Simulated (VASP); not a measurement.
# HgTe (Cmcm) in VASP: a series of runs

Runs on HgTe. Level: LDA. Tasks: single point.

Program: VASP 6.6.1. These are calculated values, not measurements. Logs are shortened: lines on timing, memory, paths and dates and some standing lists are left out, and cuts for length are marked.

### 1 The cell of the first run

It takes space group Cmcm (No. 63, orthorhombic). Conventional cell: a = 6.102 Å, b = 7.070 Å, c = 5.912 Å, α = 90.00°, β = 90.00°, γ = 90.00°. Hg (site symmetry m2m) has 6 Te at 3.08 to 3.95 Å and 2 Hg at 3.70 Å within 4.1 Å. Within 4.1 Å of Te (site symmetry m2m) lie 6 Hg at 3.08 to 3.95 Å.

### 2 Single point, LDA

Input file INCAR:

```
PREC = Accurate ; ENCUT = 520
EDIFF = 1E-6 ; ISMEAR = -1
SIGMA = 0.05 ; LREAL = F
LASPH = T ; NELM = 80
ALGO = Normal ; ISIF = 2
LWAVE = F ; LCHARG = F
NBANDS = 26
```

Input file KPOINTS:

```
regular mesh
0
Gamma
  6 6 5
```

Input file POSCAR:

```
HgTe
1.0
    3.0512097241     -3.5349252628      0.0000000000
    3.0512097241      3.5349252628      0.0000000000
    0.0000000000      0.0000000000      5.9118752236
Hg Te
2 2
Direct
    0.6569500000      0.3430500000      0.2500000000
    0.3430500000      0.6569500000      0.7500000000
    0.2151910000      0.7848090000      0.2500000000
    0.7848090000      0.2151910000      0.7500000000
```

Potentials or basis: VASP PAW LDA potentials, release 64 (Hg, Te).

Launch:

```
$ cat potpaw_LDA.64/Hg/POTCAR potpaw_LDA.64/Te/POTCAR > POTCAR
$ mpirun -np 1 vasp_std > vasp.out
```

OUTCAR:

```text
PREC = Accurate
   ENCUT = 520
   EDIFF = 1E-6
   ISMEAR = -1
   LREAL = F
   LASPH = T
   NELM = 80
   ISIF = 2

 ion  position               nearest neighbor table
   1  0.657  0.343  0.250-   3 3.08   3 3.08   4 3.09   4 3.09   3 3.12   2 3.70   2 3.70
   2  0.343  0.657  0.750-   4 3.08   4 3.08   3 3.09   3 3.09   4 3.12   1 3.70   1 3.70
   3  0.215  0.785  0.250-   1 3.08   1 3.08   2 3.09   2 3.09   1 3.12
   4  0.785  0.215  0.750-   2 3.08   2 3.08   1 3.09   1 3.09   2 3.12

  LATTYP: Found a base centered orthorhombic cell.
 ALAT       =     6.1024194482
 B/A-ratio  =     1.1585323798
 C/A-ratio  =     0.9687756264

  Lattice vectors:

 A1 = (   3.0512097241,  -3.5349252628,   0.0000000000)
 A2 = (   3.0512097241,   3.5349252628,   0.0000000000)
 A3 = (   0.0000000000,   0.0000000000,   5.9118752236)

Analysis of symmetry for initial positions (statically):
=====================================================================
 Subroutine PRICEL returns:
 Original cell was already a primitive cell.

 Routine SETGRP: Setting up the symmetry group for a
 base centered orthorhombic supercell.

 Subroutine GETGRP returns: Found  8 space group operations
 (whereof  4 operations were pure point group operations)
 out of a pool of  8 trial point group operations.

The static configuration has the point symmetry C_2h.
 The point group associated with its full space group is D_2h.

Analysis of symmetry for dynamics (positions and initial velocities):
=====================================================================
 Subroutine PRICEL returns:
 Original cell was already a primitive cell.

 Routine SETGRP: Setting up the symmetry group for a
 base centered orthorhombic supercell.

 Subroutine GETGRP returns: Found  8 space group operations
 (whereof  4 operations were pure point group operations)
 out of a pool of  8 trial point group operations.

The dynamic configuration has the point symmetry C_2h.
 The point group associated with its full space group is D_2h.

 Subroutine INISYM returns: Found  8 space group operations
 (whereof  4 operations are pure point group operations),
 and found     1 'primitive' translations

----------------------------------------------------------------------------------------

                                     Primitive cell

  volume of cell :     127.5286

  direct lattice vectors                    reciprocal lattice vectors
     3.051209724 -3.534925263  0.000000000     0.163869431 -0.141445706  0.000000000
     3.051209724  3.534925263  0.000000000     0.163869431  0.141445706  0.000000000
     0.000000000  0.000000000  5.911875224     0.000000000  0.000000000  0.169151067

  length of vectors
     4.669644247  4.669644247  5.911875224     0.216471887  0.216471887  0.169151067

  position of ions in fractional coordinates (direct lattice)
     0.656950000  0.343050000  0.250000000
     0.343050000  0.656950000  0.750000000
     0.215191000  0.784809000  0.250000000
     0.784809000  0.215191000  0.750000000

  ion indices of the primitive-cell ions
   primitive index   ion index
                 1           1
                 2           2
                 3           3
                 4           4

----------------------------------------------------------------------------------------

 KPOINTS: regular mesh

Automatic generation of k-mesh.
 Grid dimensions read from file:
 generate k-points for:    6    6    5

 Generating k-lattice:

  Cartesian coordinates                     Fractional coordinates (reciprocal lattice)
     0.027311572 -0.023574284  0.000000000     0.166666667 -0.000000000  0.000000000
     0.027311572  0.023574284  0.000000000    -0.000000000  0.166666667  0.000000000
     0.000000000  0.000000000  0.033830213     0.000000000  0.000000000  0.200000000

  Length of vectors
     0.036078648  0.036078648  0.033830213

  Shift w.r.t. Gamma in fractional coordinates (k-lattice)
     0.000000000  0.000000000  0.000000000

 Subroutine IBZKPT returns following result:
 ===========================================

 Found     39 irreducible k-points:

 Following reciprocal coordinates:
            Coordinates               Weight
  0.000000  0.000000  0.000000      1.000000
  0.166667  0.000000  0.000000      4.000000
  0.333333  0.000000  0.000000      4.000000
  0.500000 -0.000000  0.000000      2.000000
  0.166667  0.166667  0.000000      2.000000
  0.333333  0.166667  0.000000      4.000000
[... 16 lines left out ...]
  0.333333  0.333333  0.200000      4.000000
  0.500000  0.333333  0.200000      8.000000
 [... further k-points ...]
   k-points           NKPTS =     39   k-points in BZ     NKDIM =     39   number of bands    NBANDS=     26
   number of dos      NEDOS =    301   number of ions     NIONS =      4
   total plane-waves  NPLWV =  62208
   dimension x,y,z NGX =    36 NGY =   36 NGZ =   48
   dimension x,y,z NGXF=    72 NGYF=   72 NGZF=   96
   ions per type =               2   2
   NGX,Y,Z   is equivalent  to a cutoff of  12.82, 12.82, 13.50 a.u.
   NGXF,Y,Z  is equivalent  to a cutoff of  25.63, 25.63, 27.00 a.u.
 SYSTEM =  unknown system
   PREC   = accura    normal or accurate (medium, high low for compatibility)
   ISTART =      0    job   : 0-new  1-cont  2-samecut
   ICHARG =      2    charge: 1-file 2-atom 10-const
   ISPIN  =      1    spin polarized calculation?
   LNONCOLLINEAR =      F non collinear calculations
   LSORBIT =      F    spin-orbit coupling
   LASPH  =      T    aspherical Exc in radial PAW
   ENCUT  =  520.0 eV  38.22 Ry    6.18 a.u.   8.68  8.68 10.99*2*pi/ulx,y,z
   NELM   =     80;   NELMIN=  2; NELMDL= -5     # of ELM steps
   EDIFF  = 0.1E-05   stopping-criterion for ELM
   LREAL  =      F    real-space projection
   EDIFFG = 0.1E-04   stopping-criterion for IOM
   NSW    =      0    number of steps for IOM
   IBRION =     -1    ionic relax: 0-MD 1-quasi-New 2-CG
   NFREE  =      0    steps in history (QN), initial steepest desc. (CG)
   ISIF   =      2    stress and relaxation
   ISYM   =      2    0-nonsym 1-usesym 2-fastsym
   POTIM  = 0.5000    time-step for ionic-motion
   TEBEG  =    0.0;   TEEND  =   0.0 temperature during run
   PSTRESS=    0.0 pullay stress
   NELECT =      36.0000    total number of electrons
   NUPDOWN=      -1.0000    fix difference up-down
   EMIN   =  10.00;   EMAX   =-10.00  energy-range for DOS
   EFERMI =   0.00;   METHOD = LEGACY
   ISMEAR =    -1;   SIGMA  =   0.05  broadening in eV -4-tet -1-fermi 0-gaus
   EFERMI_NEDOS =   21; number of points for ismear=-14 and -15
   IALGO  =     38    algorithm
   IMIX   =      4    mixing-type and parameters
     AMIX     =   0.40;   BMIX     =  1.00
     AMIX_MAG =   1.60;   BMIX_MAG =  1.00
  volume/ion in A,a.u.               =      31.88       215.15
  Fermi-wavevector in a.u.,A,eV,Ry     =   1.073923  2.029420 15.691744  1.153311
  Thomas-Fermi vector in A             =   2.209736
   LORBIT       =      0    0 simple, 1 ext, 2 COOP (PROOUT), +10 PAW based schemes
   GGA     = CA    functional components
   LHFCALC =     F    Hartree Fock is set to
   AEXX    =    0.0000 exact exchange contribution
   IVDW    =     0    specifies the selected vdW correction
   LEPSILON=     F    determine dielectric tensor
   LRPA    =     F    only Hartree local field effects (RPA)
 non-spin polarized calculation
  energy-cutoff  :      520.00
  volume of cell :      127.53
 maximum number of plane-waves:      3460
   NGX = 17   NGY = 17   NGZ = 21

 number of electron      35.9999997 magnetization

 Free energy of the ion-electron system (eV)
  ---------------------------------------------------
  ext. energy  EPLUGINS =         0.00000000
  ---------------------------------------------------
  free energy    TOTEN  =        -9.24593866 eV

  energy without entropy =       -9.23132360  energy(sigma->0) =       -9.23863113

 E-fermi :   3.0154     XC(G=0):  -9.5961

 val. band max:        2.9928482545   @ k =   0.0000   0.0000   0.0000
 cond. band min:       3.0696911682   @ k =   0.3333   0.1667   0.4000
 fundamental gap:      0.0768429137
 Fermi energy:         3.0154377787

 k-point     1 :       0.0000    0.0000    0.0000
  band No.  band energies     occupation
      1      -8.4246      2.00000
      2      -7.4626      2.00000
      3      -3.5203      2.00000
      4      -3.4344      2.00000
      5      -3.4064      2.00000
      6      -3.3530      2.00000
[... 18 lines left out ...]
     25      10.0165      0.00000
     26      10.3035      0.00000

 k-point     2 :       0.1667    0.0000    0.0000
  band No.  band energies     occupation
      1      -8.3122      2.00000
      2      -7.4501      2.00000
      3      -3.5648      2.00000
      4      -3.4631      2.00000
      5      -3.4423      2.00000
      6      -3.3330      2.00000
[... 18 lines left out ...]
     25       9.9723      0.00000
     26      10.2955      0.00000

 k-point     3 :       0.3333    0.0000    0.0000
  band No.  band energies     occupation
      1      -8.0195      2.00000
      2      -7.4801      2.00000
      3      -3.6396      2.00000
      4      -3.5294      2.00000
      5      -3.4567      2.00000
      6      -3.3995      2.00000
[... 18 lines left out ...]
     25       9.5418      0.00000
     26       9.9423      0.00000

 k-point     4 :       0.5000   -0.0000    0.0000
  band No.  band energies     occupation
      1      -7.7189      2.00000
      2      -7.6431      2.00000
      3      -3.6645      2.00000
      4      -3.5641      2.00000
      5      -3.4722      2.00000
      6      -3.4628      2.00000
[... 18 lines left out ...]
     25       8.4213      0.00000
     26       9.6707      0.00000

 k-point     5 :       0.1667    0.1667    0.0000
  band No.  band energies     occupation
      1      -8.1559      2.00000
      2      -7.4376      2.00000
      3      -3.6284      2.00000
      4      -3.5447      2.00000
      5      -3.4737      2.00000
      6      -3.3211      2.00000
[... 18 lines left out ...]
     25       9.9358      0.00000
     26      10.2541      0.00000

 k-point     6 :       0.3333    0.1667    0.0000
  band No.  band energies     occupation
      1      -7.8739      2.00000
      2      -7.5112      2.00000
      3      -3.6505      2.00000
      4      -3.5706      2.00000
      5      -3.4949      2.00000
      6      -3.3666      2.00000
[... 427 lines left out ...]
 k-point    21 :      -0.3333    0.1667    0.2000
  band No.  band energies     occupation
      1      -7.9655      2.00000
      2      -7.4945      2.00000
      3      -3.5932      2.00000
      4      -3.5235      2.00000
      5      -3.4202      2.00000
      6      -3.3567      2.00000
[... 18 lines left out ...]
     25       9.4971      0.00000
     26      10.6247      0.00000

 k-point    22 :      -0.1667    0.1667    0.2000
  band No.  band energies     occupation
      1      -8.1728      2.00000
      2      -7.5032      2.00000
      3      -3.5855      2.00000
      4      -3.4819      2.00000
      5      -3.4010      2.00000
      6      -3.3535      2.00000
[... 18 lines left out ...]
     25       9.6952      0.00000
     26      10.5704      0.00000

 k-point    23 :       0.3333    0.3333    0.2000
  band No.  band energies     occupation
      1      -7.6402      2.00000
      2      -7.5747      2.00000
      3      -3.5401      2.00000
      4      -3.5177      2.00000
      5      -3.4691      2.00000
      6      -3.4498      2.00000
[... 18 lines left out ...]
     25       9.8031      0.00000
     26      10.2965      0.00000

 k-point    24 :       0.5000    0.3333    0.2000
  band No.  band energies     occupation
      1      -7.7202      2.00000
      2      -7.5383      2.00000
      3      -3.5085      2.00000
      4      -3.4728      2.00000
      5      -3.4358      2.00000
      6      -3.3929      2.00000
[... 18 lines left out ...]
     25      10.6298      0.00000
     26      10.9240      0.00000

 [... further k-points ...]

------------------------ aborting loop because EDIFF is reached ----------------------------------------

  FORCE on cell =-STRESS in cart. coord.  units (eV):
  Direction    XX          YY          ZZ          XY          YZ          ZX
  --------------------------------------------------------------------------------------
  -------------------------------------------------------------------------------------
  Total       -5.5165180     -4.2814224     -5.5305984      0.0000000      0.0000000      0.0000000
  in kB      -69.3055594    -53.7887075    -69.4824548      0.0000000      0.0000000      0.0000000
  external PRESSURE =     -64.1922406 kB  Pullay stress =       0.0000000 kB

 VOLUME and BASIS-vectors are now :
 -----------------------------------------------------------------------------
  energy-cutoff  :      520.00
  volume of cell :      127.53
      direct lattice vectors                 reciprocal lattice vectors
     3.051209724 -3.534925263  0.000000000     0.163869431 -0.141445706  0.000000000
     3.051209724  3.534925263  0.000000000     0.163869431  0.141445706  0.000000000
     0.000000000  0.000000000  5.911875224     0.000000000  0.000000000  0.169151067

 POSITION                                       TOTAL-FORCE (eV/Angst)
 -----------------------------------------------------------------------------------
      3.05121     -1.10961      1.47797         0.000000      0.035323      0.000000
      3.05121      1.10961      4.43391         0.000000     -0.035323      0.000000
      3.05121      2.01356      1.47797         0.000000     -0.388213      0.000000
      3.05121     -2.01356      4.43391         0.000000      0.388213      0.000000
 -----------------------------------------------------------------------------------
    total drift:                               -0.000000      0.000000     -0.000000

  FREE ENERGIE OF THE ION-ELECTRON SYSTEM (eV)
  ---------------------------------------------------
  free  energy   TOTEN  =        -9.2459386607 eV

  energy  without entropy=       -9.2313235957  energy(sigma->0) =       -9.23863113
```

It took 48 s on 1 thread of Intel Xeon 6975P-C (Granite Rapids), shared host; peak memory 0.27 GiB.

What came out:

| Quantity | Value |
| --- | --- |
| Free energy | -9.2459 eV |
| Pressure | -6.4 GPa |
| Largest force | 0.388 eV/Å |
| Band gap on the k mesh | zero (band 18 reaches 3.35 eV, above the bottom of band 19 at 1.53 eV) |

Forces in eV/Å, atoms in the order of the input:
```
Hg   0.000  0.035  0.000
Hg   0.000 -0.035  0.000
Te   0.000 -0.388  0.000
Te   0.000  0.388  0.000
```

Stress tensor (GPa, compression positive):
```
-6.93  0.00  0.00
 0.00 -5.38  0.00
 0.00  0.00 -6.95
```

Caveat: spin-orbit coupling is left out, which moves the levels of the heavy elements.

### 3 Single point, LDA

This run uses another cell than the first one, of 28.27 Å³/atom, 0.887 times its volume.

Input file INCAR:

```
SYSTEM = HgTe
PREC     = Accurate       ! precision mode
ENCUT    = 520            ! plane-wave cutoff, eV
EDIFF    = 1E-6           ! SCF threshold, eV
ISMEAR   = -1             ! smearing method
SIGMA    = 0.05           ! smearing width, eV
LREAL    = .FALSE.        ! projectors in reciprocal space
LASPH    = .TRUE.         ! aspherical terms in the spheres
NELM     = 60             ! most SCF steps
ALGO     = Normal         ! electronic algorithm
ISIF     = 2              ! what is computed and relaxed
LWAVE    = .FALSE.        ! write WAVECAR
LCHARG   = .TRUE.         ! write CHGCAR
LELF     = .TRUE.         ! ELF
LVHAR    = .TRUE.       
NBANDS   = 26             ! bands
```

Input file KPOINTS:

```
regular mesh
0
G
  6 6 5
  0 0 0
```

Input file POSCAR:

```
HgTe
1.0
    2.9314290629     -3.3961554883      0.0000000000
    2.9314290629      3.3961554883      0.0000000000
    0.0000000000      0.0000000000      5.6797940534
Hg Te
2 2
Direct
    0.6569500000      0.3430500000      0.2500000000
    0.3430500000      0.6569500000      0.7500000000
    0.2151910000      0.7848090000      0.2500000000
    0.7848090000      0.2151910000      0.7500000000
```

Potentials or basis: VASP PAW LDA potentials, release 64 (Hg, Te).

Launch:

```
$ cat potpaw_LDA.64/Hg/POTCAR potpaw_LDA.64/Te/POTCAR > POTCAR
$ mpirun -np 1 vasp_std > vasp.out
```

Wall time 58 s (1 thread of Intel Xeon 6975P-C (Granite Rapids), shared host); peak memory 0.25 GiB.

Results (log left out):

```yaml
Free_energy: -9.6565 eV
Pressure: -2.1 GPa
Largest_force: 0.087 eV/Å
Band_gap_on_the_k_mesh: zero (band 18 reaches 4.77 eV, above the bottom of band 19 at 2.46 eV)
```

Forces in eV/Å, atoms in the order of the input:
```
Hg   0.000 -0.035  0.000
Hg   0.000  0.035  0.000
Te   0.000 -0.087  0.000
Te   0.000  0.087  0.000
```

Stress tensor (GPa, compression positive):
```
-2.17  0.00  0.00
 0.00 -2.09  0.00
 0.00  0.00 -2.17
```

Levels at points of the mesh, in eV from the Fermi level:
```csv
k point,band 15,band 16,band 17,band 18,band 19,band 20,band 21,band 22
"(0.00, 0.00, 0.00)",-2.63,-2.59,-1.02,-0.33,-0.32,0.00,4.10,5.22
"(0.50, 0.00, 0.00)",-2.55,-1.95,-0.77,-0.50,1.54,2.58,3.07,4.64
"(0.50, 0.50, 0.00)",-2.13,-1.90,-1.88,-1.86,-1.81,-1.44,3.22,5.31
```

Caveat: spin-orbit coupling is left out, which moves the levels of the heavy elements.

### 4 Single point, LDA

This run uses another cell than the first one, of 28.87 Å³/atom, 0.906 times its volume.

Input file INCAR:

```
PREC     = Accurate       # precision mode
ENCUT    = 520            # plane-wave cutoff, eV
EDIFF    = 1E-6           # SCF threshold, eV
ISMEAR   = -1             # smearing method
SIGMA    = 0.05           # smearing width, eV
LREAL    = False          # projectors in reciprocal space
LASPH    = True           # aspherical terms in the spheres
NELM     = 60             # most SCF steps
ALGO     = Normal         # electronic algorithm
ISIF     = 2              # what is computed and relaxed
LWAVE    = False          # write WAVECAR
LCHARG   = False          # write CHGCAR
GGA      = CA             # functional
NBANDS   = 26             # bands
```

Input file KPOINTS:

```
regular mesh
0
Gamma
  6 6 5
```

Input file POSCAR:

```
HgTe
1.0
    2.9520736097     -3.4200728643      0.0000000000
    2.9520736097      3.4200728643      0.0000000000
    0.0000000000      0.0000000000      5.7197939209
Hg Te
2 2
Direct
    0.6569500000      0.3430500000      0.2500000000
    0.3430500000      0.6569500000      0.7500000000
    0.2151910000      0.7848090000      0.2500000000
    0.7848090000      0.2151910000      0.7500000000
```

Launch:

```
$ cat potpaw_LDA.64/Hg/POTCAR potpaw_LDA.64/Te/POTCAR > POTCAR
$ mpirun -np 1 vasp_std > vasp.out
```

Run time: 54 s. Hardware: 1 thread of Intel Xeon 6975P-C (Granite Rapids), shared host; peak memory 0.26 GiB.

Results (log left out):

```
Free energy            : -9.6171 eV
Pressure               : -3.1 GPa
Largest force          : 0.150 eV/Å
Band gap on the k mesh : zero (band 18 reaches 4.51 eV, above the bottom of band 19 at 2.29 eV)
```

Forces in eV/Å, atoms in the order of the input:
```
Hg   0.000 -0.022  0.000
Hg   0.000  0.022  0.000
Te   0.000 -0.150  0.000
Te   0.000  0.150  0.000
```

Stress tensor (GPa, compression positive):
```
-3.27  0.00  0.00
 0.00 -2.88  0.00
 0.00  0.00 -3.29
```

Levels at points of the mesh, in eV from the Fermi level:
```csv
k point,band 14,band 15,band 16,band 17,band 18,band 19,band 20,band 21,band 22,band 23
"(0.00, 0.00, 0.00)",-2.68,-2.58,-2.56,-0.99,-0.36,-0.32,-0.01,4.12,5.20,6.29
"(0.50, 0.00, 0.00)",-3.83,-2.47,-1.91,-0.76,-0.48,1.52,2.57,3.02,4.60,5.15
"(0.50, 0.50, 0.00)",-4.18,-2.08,-1.90,-1.83,-1.80,-1.75,-1.41,3.25,5.32,7.17
```

Caveat: spin-orbit coupling is left out, which moves the levels of the heavy elements.

(Part 1 of 2 ends here.)
